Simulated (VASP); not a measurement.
HfN: single point with LDA

HfN:

```
Hf N
1.0
     0.00000    2.50297    2.50297
     2.50297    0.00000    2.50297
     2.50297    2.50297    0.00000
Hf N
1 1
Cartesian
  0.0000 0.0000 0.0000
  1.2515 1.2515 1.2515
```

This cell differs from its parent crystal: volume scaled by 1.06.

* Program: VASP 6.6.1
* Task: single point
* Functional: LDA
* Potentials or basis: VASP PAW LDA potentials, release 64 (Hf_pv, N)
* Cutoff: 520 eV
* k mesh: 9 × 9 × 9
* Occupations: fermi-dirac, width 0.05 eV
* Spin: no spin polarisation
* Dipole correction: no
* Further INCAR settings: ALGO = Normal; EDIFF = 1e-06; NBANDS = 14

- Pressure: -19.0 GPa

Levels at points of the mesh, in eV from the Fermi level:
```
           k point  band 4  band 5  band 6  band 7  band 8  band 9  band 10  band 11  band 12  band 13
(0.00, 0.00, 0.00)  -15.60   -5.17   -5.17   -5.17   -0.74    2.00     2.00     6.18     6.18     6.18
```

It took 22 s on 1 thread of AMD EPYC 7R43 64-Core Processor (Zen 3), with other jobs on the host, peak memory 0.11 GiB.

Caveat: spin-orbit coupling is left out, which moves the levels of the heavy elements.
